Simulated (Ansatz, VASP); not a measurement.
Two plane-wave programs on CdTe

Contents of INCAR:

```
SYSTEM = CdTe
PREC     = Accurate       ! precision mode
ENCUT    = 520            ! plane-wave cutoff, eV
EDIFF    = 1E-6           ! SCF threshold, eV
ISMEAR   = 0              ! smearing method
SIGMA    = 0.01           ! smearing width, eV
LREAL    = .False.        ! projectors in reciprocal space
LASPH    = .True.         ! aspherical terms in the spheres
NELM     = 60             ! most SCF steps
ALGO     = Normal         ! electronic algorithm
ISIF     = 2              ! what is computed and relaxed
LWAVE    = .False.        ! write WAVECAR
LCHARG   = .True.         ! write CHGCAR
GGA      = PE             ! functional
LELF     = .True.         ! ELF
LVHAR    = .True.       
NBANDS   = 16             ! bands
```

KPOINTS

```
regular mesh
0
Gamma
  4 4 4
  0 0 0
```

File POSCAR:

```
CdTe
1.0
    0.0000000000      3.2799012430      3.2799012430
    3.2799012430      0.0000000000      3.2799012430
    3.2799012430      3.2799012430      0.0000000000
Cd Te
1 1
Direct
    0.0000000000      0.0000000000      0.0000000000
    0.2500000000      0.2500000000      0.2500000000
```

Input for Ansatz:

```yaml
crystal:
  lattice:
    - [0.0, 3.279901243, 3.279901243]
    - [3.279901243, 0.0, 3.279901243]
    - [3.279901243, 3.279901243, 0.0]
  atoms:
    - { symbol: Cd, position: [0.0, 0.0, 0.0] }
    - { symbol: Te, position: [0.25, 0.25, 0.25] }
kpoints:
  mp_grid: { grid: [4, 4, 4] }
hamiltonian:
  xc: pbe
scf:
  occupations: { method: fixed }
  n_extra_bands: 4
output:
  forces: true
  stress: true
  eigenvalues: true
  write_density: true
  write_potential: true
  elf: true
  volumetric_format: npy
```

Alike in both runs: task single point; functional PBE; k mesh 4 × 4 × 4; no spin polarisation.

|  | VASP | Ansatz |
| --- | --- | --- |
| version | VASP 6.6.1 | Ansatz 0.2.0 |
| potentials or method | VASP PAW PBE potentials, release 64 (Cd, Te) | plane waves, PAW |
| plane-wave cutoff (eV) | 520 | 420 |
| occupations | gaussian, width 0.01 eV | fixed |
| valence electrons in the cell | 18 | 36 |

|  | VASP | Ansatz | Ansatz less VASP |
| --- | --- | --- | --- |
| gap on the k mesh at the Fermi level (eV) | 0.65 | 0.65 | +0.002 |
| pressure (GPa) | 1.3 | 1.2 | -0.12 |

VASP's potentials hold 18 valence electrons a cell and Ansatz's 36, so a difference there can come from the potentials and not from the codes.

Neither program's run includes spin-orbit coupling.
